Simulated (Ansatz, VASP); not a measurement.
This is a calculation of MnS for VASP 6.6.1.

File POSCAR:

```
MnS
1.0
    0.0000000000      2.5513320201      2.5513320201
    2.5513320201      0.0000000000      2.5513320201
    2.5513320201      2.5513320201      0.0000000000
Mn S
1 1
Direct
    0.0000000000      0.0000000000      0.0000000000
    0.5000000000      0.5000000000      0.5000000000
```

INCAR.step1

```
SYSTEM = MnS
PREC = Accurate
ENCUT = 520
ISMEAR = -1
SIGMA = 0.05
LREAL = .False.
LASPH = .True.
NELM = 150
ISPIN = 2
MAGMOM = 4 0
LMAXMIX = 4
NBANDS = 20
GGA = PE
ALGO = Normal
EDIFF = 1E-4
LWAVE = .True.
LCHARG = .False.
```

File INCAR.step2:

```
SYSTEM = MnS
PREC = Accurate
ENCUT = 520
EDIFF = 1E-6
ISMEAR = -1
SIGMA = 0.05
LREAL = .False.
LASPH = .True.
NELM = 150
ALGO = Normal
ISIF = 2
LWAVE = .False.
LCHARG = .False.
ISPIN = 2
MAGMOM = 4 0
LORBIT = 11
LMAXMIX = 4
METAGGA = R2SCAN
LMIXTAU = .True.
IVDW = 12
VDW_S6 = 1.0
VDW_S8 = 0.78981345
VDW_A1 = 0.49484001
VDW_A2 = 5.73083694
NBANDS = 20
ISTART = 1
```

KPOINTS

```
Automatic mesh
0
Gamma
  9 9 9
  0 0 0
```

Potentials or basis: VASP PAW PBE potentials, release 64 (Mn_pv, S).

Command:

```console
$ cat potpaw_PBE.64/Mn_pv/POTCAR potpaw_PBE.64/S/POTCAR > POTCAR
$ cp INCAR.step1 INCAR
$ mpirun -np 1 vasp_std > vasp.out
$ cp INCAR.step2 INCAR
$ mpirun -np 1 vasp_std > vasp.out
```

Problem. Set up the same calculation for Ansatz 0.2.0. Potentials there: Ansatz PAW.

Solution. As run (the cutoff follows the program's own potentials):

The input input.yaml:

```yaml
crystal:
  lattice:
    - [0.0, 2.5513320201, 2.5513320201]
    - [2.5513320201, 0.0, 2.5513320201]
    - [2.5513320201, 2.5513320201, 0.0]
  atoms:
    - { symbol: Mn, position: [0.0, 0.0, 0.0], spin: 4.0 }
    - { symbol: S, position: [0.5, 0.5, 0.5] }
hamiltonian:
  xc: r2scan
  pseudopotentials: { kind: paw }
  dispersion: d3bj
magnetization:
  spin_polarized: true
kpoints:
  mp_grid: { grid: [9, 9, 9] }
scf:
  occupations: { method: fermi_dirac, width: 0.05 }
output:
  forces: true
  stress: true
  eigenvalues: true
```

Potentials or basis: Ansatz PAW.

Launch:

```bash
$ ansatz run input.yaml --threads 2 --pin off --max-ram 5120MiB --backend cpu --events-out ev --progress --plain --runs-dir out
```

Both were run:

|  | VASP | Ansatz | Ansatz less VASP |
| --- | --- | --- | --- |
| gap on the k mesh at the Fermi level (eV) | none | none | - |
| pressure (GPa) | 3.1 | 3.1 | +0.01 |
| net moment per atom (μB) | 2.44 | 2.44 | 0.000 |
| size of the moment on the site where the two differ most (μB) | 4.42 | 4.35 | -0.071 |

VASP's potentials were made for PBE, not for r2SCAN. Site moments also hang on the region over which each program counts them. A gap of «none» marks a metal or a gap that the smearing closes. VASP's potentials hold 19 valence electrons a cell and Ansatz's 21, so a difference there can come from the potentials and not from the codes.

Noted on Ansatz's run: the magnetic or orbital state may not be the lowest.
